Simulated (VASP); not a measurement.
Write the native input for VASP 6.6.1 that does the following.

| Property | Result |
| --- | --- |
| Task | single point |
| Functional | PBE |
| Potentials or basis | VASP PAW PBE potentials, release 64 (Be, Zn, Se) |
| Cutoff | 520 eV |
| k mesh | 8 × 8 × 8 |
| Occupations | gaussian, width 0.02 eV |
| Spin | no spin polarisation |
| Dipole correction | no |
| Further INCAR settings | ALGO = Normal; EDIFF = 1e-06; NBANDS = 41 |

The structure of BeZn3Se4 lies in POSCAR:

```
BeZn3Se4
1.0
   -2.7976063296      2.7976063296      5.5774432735
    2.7976063296     -2.7976063296      5.5774432735
    2.7976063296      2.7976063296     -5.5774432735
Be Zn Se
1 3 4
Direct
    0.0000000000      0.0000000000      0.0000000000
    0.2500000000      0.7500000000      0.5000000000
    0.7500000000      0.2500000000      0.5000000000
    0.5000000000      0.5000000000      0.0000000000
    0.3508388706      0.8850897086      0.0000000000
    0.1149102914      0.1149102914      0.4657491619
    0.6491611294      0.6491611294      0.5342508381
    0.8850897086      0.3508388706      0.0000000000
```

These files were run (other wordings do the same):

INCAR

```
SYSTEM = BeZn3Se4
PREC = Accurate
ENCUT = 520
EDIFF = 1E-6
ISMEAR = 0
SIGMA = 0.02
LREAL = .FALSE.
LASPH = .TRUE.
NELM = 60
ALGO = Normal
ISIF = 2
LWAVE = .FALSE.
LCHARG = .FALSE.
GGA = PE
NBANDS = 41
```

KPOINTS

```
Automatic mesh
0
G
  8 8 8
  0 0 0
```

Potentials or basis: VASP PAW PBE potentials, release 64 (Be, Zn, Se).

Run with:

```bash
$ cat potpaw_PBE.64/Be/POTCAR potpaw_PBE.64/Zn/POTCAR potpaw_PBE.64/Se/POTCAR > POTCAR
$ mpirun -np 1 vasp_std > vasp.out
```

It gave:

```yaml
Pressure: 0.2 GPa
Largest_force: 0.010 eV/Å
Band_gap_on_the_k_mesh: 1.74 eV, direct
```

Wall time 18 min on 1 thread of Intel(R) Xeon(R) Platinum 8259CL CPU @ 2.50GHz (Skylake/Cascade Lake), on a shared host, peak memory 0.62 GiB.
